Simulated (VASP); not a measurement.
A run of VASP 6.6.1:

File INCAR:

```
PREC     = Accurate       # precision mode
ENCUT    = 520            # plane-wave cutoff, eV
EDIFF    = 1E-6           # SCF threshold, eV
ISMEAR   = 0              # smearing method
SIGMA    = 0.1            # smearing width, eV
LREAL    = F              # projectors in reciprocal space
LASPH    = T              # aspherical terms in the spheres
NELM     = 100            # most SCF steps
ALGO     = Normal         # electronic algorithm
ISIF     = 2              # what is computed and relaxed
LWAVE    = F              # write WAVECAR
LCHARG   = T              # write CHGCAR
LDIPOL   = T            
IDIPOL   = 3            
DIPOL    = 0.5 0.5 0.504
GGA      = PE             # functional
LELF     = T              # ELF
LVHAR    = T            
LVACPOTAV= T            
NBANDS   = 12             # bands
```

File KPOINTS:

```
Automatic mesh
0
Gamma
  10 10 1
```

The input POSCAR:

```
Al
1.0
    2.8567582918      0.0000000000      0.0000000000
    0.0000000000      2.8567582918      0.0000000000
    0.0000000000      0.0000000000     18.0400663207
Al
3
Direct
    0.5000000000      0.5000000000      0.3880251810
    0.0000000000      0.0000000000      0.5035929019
    0.5000000000      0.5000000000      0.6194376028
```

Potentials or basis: VASP PAW PBE potentials, release 64 (Al).

Command:

```sh
$ cat potpaw_PBE.64/Al/POTCAR > POTCAR
$ mpirun -np 1 vasp_std > vasp.out
```

Hardware: 1 thread of AMD EPYC 7R13, on a shared host.

Question: How long does it take, and how much memory?

Answer: Run time: 86 s on 1 thread of AMD EPYC 7R13 (shared host), peak memory 0.23 GiB. Counts: scf iterations 20, k points 21.
